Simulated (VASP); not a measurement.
# CdS (P6_3mc) in VASP: further runs, part 2 of 2

VASP 6.6.1.

### 3 Electric field gradients, LDA (equal xx and yy strain of +1 %)

INCAR reads:

```
PREC = Accurate
ENCUT = 520
EDIFF = 1E-8
ISMEAR = -1
SIGMA = 0.02
LREAL = False
LASPH = True
NELM = 100
ALGO = Normal
ISIF = 2
LWAVE = False
LCHARG = False
LEFG = True
NBANDS = 26
```

KPOINTS reads:

```
Automatic mesh
0
Gamma
  8 8 4
```

POSCAR reads:

```
CdS
1.0
    4.1761471954      0.0000000000      0.0000000000
   -2.0880735977      3.6166495612      0.0000000000
    0.0000000000      0.0000000000      6.7490000000
Cd S
2 2
Direct
    0.3333333333      0.6666666667      0.0000000000
    0.6666666667      0.3333333333      0.5000000000
    0.3333333333      0.6666666667      0.3850000000
    0.6666666667      0.3333333333      0.8850000000
```

Potentials or basis: VASP PAW LDA potentials, release 64 (Cd, S).

Launch:

```console
> cat potpaw_LDA.64/Cd/POTCAR potpaw_LDA.64/S/POTCAR > POTCAR
> mpirun -np 1 vasp_std > vasp.out
```

OUTCAR:

```text
PREC = Accurate
   ENCUT = 520
   EDIFF = 1E-8
   ISMEAR = -1
   LREAL = False
   LASPH = True
   NELM = 100
   ISIF = 2

 ion  position               nearest neighbor table
   1  0.333  0.667  0.000-   4 2.53   4 2.53   4 2.53   3 2.60
   2  0.667  0.333  0.500-   3 2.53   3 2.53   3 2.53   4 2.60
   3  0.333  0.667  0.385-   2 2.53   2 2.53   2 2.53   1 2.60
   4  0.667  0.333  0.885-   1 2.53   1 2.53   1 2.53   2 2.60

  LATTYP: Found a hexagonal cell.
 ALAT       =     4.1761471954
 C/A-ratio  =     1.6160828831

  Lattice vectors:

[... 924 lines left out ...]
---------------------------------------------------------------------
 ion       V_xx      V_yy      V_zz      V_xy      V_xz      V_yz
---------------------------------------------------------------------
   1     -13.594   -13.593    27.188     0.001     0.000    -0.000
   2     -13.594   -13.593    27.188     0.001    -0.000     0.000
   3       4.256     4.256    -8.512     0.000    -0.000     0.000
   4       4.256     4.256    -8.512     0.000     0.000    -0.000
---------------------------------------------------------------------

 Electric field gradients after diagonalization (V/A^2)
 (convention: |V_zz| > |V_xx| > |V_yy|)
----------------------------------------------------------------------
 ion       V_xx      V_yy      V_zz     asymmetry (V_yy - V_xx)/ V_zz
----------------------------------------------------------------------
   1     -13.595   -13.593    27.188       0.000
   2     -13.595   -13.593    27.188       0.000
   3       4.256     4.256    -8.512       0.000
   4       4.256     4.256    -8.512       0.000
----------------------------------------------------------------------

           NMR quadrupolar parameters

 Cq : quadrupolar parameter    Cq=e*Q*V_zz/h
 eta: asymmetry parameters     (V_yy - V_xx)/ V_zz
 Q  : nuclear electric quadrupole moment in mb (millibarn)
----------------------------------------------------------------------
 ion       Cq(MHz)       eta       Q (mb)
----------------------------------------------------------------------
   1       0.066       0.000       1.000
   2       0.066       0.000       1.000
   3      -0.021       0.000       1.000
   4      -0.021       0.000       1.000
----------------------------------------------------------------------
```

stdout:

```text
POSCAR found type information on POSCAR CdS
 POSCAR found :  2 types and       4 ions
 scaLAPACK will be used
 LDA part: xc-table for (Slater(with rela. corr.)+CA(PZ))
 , standard interpolation
 POSCAR, INCAR and KPOINTS ok, starting setup
 FFT: planning ... GRIDC
 FFT: planning ... GRID_SOFT
 FFT: planning ... GRID
 WAVECAR not read
 entering main loop
ion   1

ion   2

ion   3

ion   4
```

Run time: 98 s. Hardware: 1 thread of Intel Xeon 8259CL, shared host; peak memory 0.22 GiB.

Results:

* Free energy: -14.7448 eV
* Pressure: -3.4 GPa
* Largest force: 0.181 eV/Å
* Band gap on the k mesh: 0.93 eV
* Largest electric field gradient by atom: Cd +27.2; S -8.5 V/Å²

Forces in eV/Å, atoms in the order of the input:
```
Cd   0.000  0.000  0.181
Cd   0.000  0.000  0.181
S    0.000  0.000 -0.181
S    0.000  0.000 -0.181
```

Stress tensor (GPa, compression positive):
```
-3.13  0.00  0.00
 0.00 -3.13  0.00
 0.00  0.00 -3.95
```

Electric field gradients, principal values (V/Å²):
| atom | least | middle | greatest (by size) |
| --- | --- | --- | --- |
| 1 Cd | -13.593 | -13.595 | 27.188 |
| 2 Cd | -13.593 | -13.595 | 27.188 |
| 3 S | 4.256 | 4.256 | -8.512 |
| 4 S | 4.256 | 4.256 | -8.512 |

Caveat: the cell differs from its parent crystal (equal xx and yy strain of +1 %); the cell stands under tension; without QUAD_EFG the Cq values of the log hold for a quadrupole moment of 1 mb, not for the nuclei.

### 4 Electric field gradients, LDA (equal xx and yy strain of +1 %)

INCAR reads:

```
SYSTEM = CdS
PREC = Accurate ; ENCUT = 520
EDIFF = 1E-8 ; ISMEAR = -1
SIGMA = 0.02 ; LREAL = .False.
LASPH = .True. ; NELM = 60
ALGO = Normal ; ISIF = 2
LWAVE = .False. ; LCHARG = .False.
GGA = CA ; LEFG = .True.
NBANDS = 26
```

KPOINTS reads:

```
regular mesh
0
Gamma
  8 8 4
  0 0 0
```

POSCAR is that of step 3.

Potentials or basis: VASP PAW LDA potentials, release 64 (Cd, S).

Launch:

```console
> cat potpaw_LDA.64/Cd/POTCAR potpaw_LDA.64/S/POTCAR > POTCAR
> mpirun -np 1 vasp_std > vasp.out
```

OUTCAR:

```text
SYSTEM = CdS
   PREC = Accurate
   ENCUT = 520
   EDIFF = 1E-8
   ISMEAR = -1
   LREAL = .False.
   LASPH = .True.
   NELM = 60
   ISIF = 2
   GGA = CA

 ion  position               nearest neighbor table
   1  0.333  0.667  0.000-   4 2.53   4 2.53   4 2.53   3 2.60
   2  0.667  0.333  0.500-   3 2.53   3 2.53   3 2.53   4 2.60
   3  0.333  0.667  0.385-   2 2.53   2 2.53   2 2.53   1 2.60
   4  0.667  0.333  0.885-   1 2.53   1 2.53   1 2.53   2 2.60

  LATTYP: Found a hexagonal cell.
 ALAT       =     4.1761471954
 C/A-ratio  =     1.6160828831

  Lattice vectors:

[... 925 lines left out ...]
 ion       V_xx      V_yy      V_zz      V_xy      V_xz      V_yz
---------------------------------------------------------------------
   1     -13.594   -13.593    27.188     0.001     0.000    -0.000
   2     -13.594   -13.593    27.188     0.001    -0.000     0.000
   3       4.256     4.256    -8.512     0.000    -0.000     0.000
   4       4.256     4.256    -8.512     0.000     0.000    -0.000
---------------------------------------------------------------------

 Electric field gradients after diagonalization (V/A^2)
 (convention: |V_zz| > |V_xx| > |V_yy|)
----------------------------------------------------------------------
 ion       V_xx      V_yy      V_zz     asymmetry (V_yy - V_xx)/ V_zz
----------------------------------------------------------------------
   1     -13.595   -13.593    27.188       0.000
   2     -13.595   -13.593    27.188       0.000
   3       4.256     4.256    -8.512       0.000
   4       4.256     4.256    -8.512       0.000
----------------------------------------------------------------------

           NMR quadrupolar parameters

 Cq : quadrupolar parameter    Cq=e*Q*V_zz/h
 eta: asymmetry parameters     (V_yy - V_xx)/ V_zz
 Q  : nuclear electric quadrupole moment in mb (millibarn)
----------------------------------------------------------------------
 ion       Cq(MHz)       eta       Q (mb)
----------------------------------------------------------------------
   1       0.066       0.000       1.000
   2       0.066       0.000       1.000
   3      -0.021       0.000       1.000
   4      -0.021       0.000       1.000
----------------------------------------------------------------------
```

OSZICAR:

```text
N       E                     dE             d eps       ncg     rms          rms(c)
DAV:   1     0.246796179134E+03    0.24680E+03   -0.17401E+04  1560   0.127E+03
DAV:   2    -0.165639738754E+01   -0.24845E+03   -0.23839E+03  1676   0.319E+02
DAV:   3    -0.156348720927E+02   -0.13978E+02   -0.13886E+02  1878   0.762E+01
DAV:   4    -0.157770573838E+02   -0.14219E+00   -0.14207E+00  1790   0.739E+00
DAV:   5    -0.157792432892E+02   -0.21859E-02   -0.21858E-02  1868   0.911E-01    0.108E+01
DAV:   6    -0.147933348508E+02    0.98591E+00   -0.17896E+00  2078   0.141E+01    0.845E+00
DAV:   7    -0.147581970780E+02    0.35138E-01   -0.57488E-01  1632   0.416E+00    0.370E+00
DAV:   8    -0.147467666844E+02    0.11430E-01   -0.82435E-02  1634   0.274E+00    0.463E-01
DAV:   9    -0.147449182398E+02    0.18484E-02   -0.13718E-02  1824   0.143E+00    0.124E-01
DAV:  10    -0.147447949125E+02    0.12333E-03   -0.89323E-04  1722   0.304E-01    0.884E-02
DAV:  11    -0.147448069850E+02   -0.12072E-04   -0.95918E-05  1742   0.585E-02    0.923E-02
DAV:  12    -0.147448161541E+02   -0.91691E-05   -0.30116E-05  1656   0.402E-02    0.462E-02
DAV:  13    -0.147448184416E+02   -0.22876E-05   -0.18399E-05  1596   0.463E-02    0.338E-02
DAV:  14    -0.147448177560E+02    0.68562E-06   -0.17925E-06  1794   0.152E-02    0.266E-02
DAV:  15    -0.147448162996E+02    0.14565E-05   -0.30776E-06  1614   0.783E-03    0.715E-03
DAV:  16    -0.147448162603E+02    0.39277E-07   -0.26831E-07  1760   0.279E-03    0.191E-03
DAV:  17    -0.147448162564E+02    0.39281E-08   -0.60219E-09   858   0.415E-04
   1 F= -.14744816E+02 E0= -.14744816E+02  d E =-.370035E-11
```

stdout:

```text
POSCAR found type information on POSCAR CdS
 POSCAR found :  2 types and       4 ions
 scaLAPACK will be used
 LDA part: xc-table for (Slater(with rela. corr.)+CA(PZ))
 , standard interpolation
 POSCAR, INCAR and KPOINTS ok, starting setup
 FFT: planning ... GRIDC
 FFT: planning ... GRID_SOFT
 FFT: planning ... GRID
 WAVECAR not read
 entering main loop
ion   1

ion   2

ion   3

ion   4
```

Wall time 94 s (1 thread of Intel Xeon 8259CL, shared host); peak memory 0.22 GiB.

What came out:

| Quantity | Value |
| --- | --- |
| Free energy | -14.7448 eV |
| Pressure | -3.4 GPa |
| Largest force | 0.181 eV/Å |
| Band gap on the k mesh | 0.93 eV |
| Largest electric field gradient by atom | Cd +27.2; S -8.5 V/Å² |

Forces on the atoms (eV/Å):
```
Cd   0.000  0.000  0.181
Cd   0.000  0.000  0.181
S    0.000  0.000 -0.181
S    0.000  0.000 -0.181
```

Stress tensor (GPa, compression positive):
```
-3.13  0.00  0.00
 0.00 -3.13  0.00
 0.00  0.00 -3.95
```

Electric field gradients, principal values (V/Å²):
```csv
atom,least,middle,greatest (by size)
1 Cd,-13.593,-13.595,27.188
2 Cd,-13.593,-13.595,27.188
3 S,4.256,4.256,-8.512
4 S,4.256,4.256,-8.512
```

Caveat: the cell differs from its parent crystal (equal xx and yy strain of +1 %); the cell stands under tension; without QUAD_EFG the Cq values of the log hold for a quadrupole moment of 1 mb, not for the nuclei.
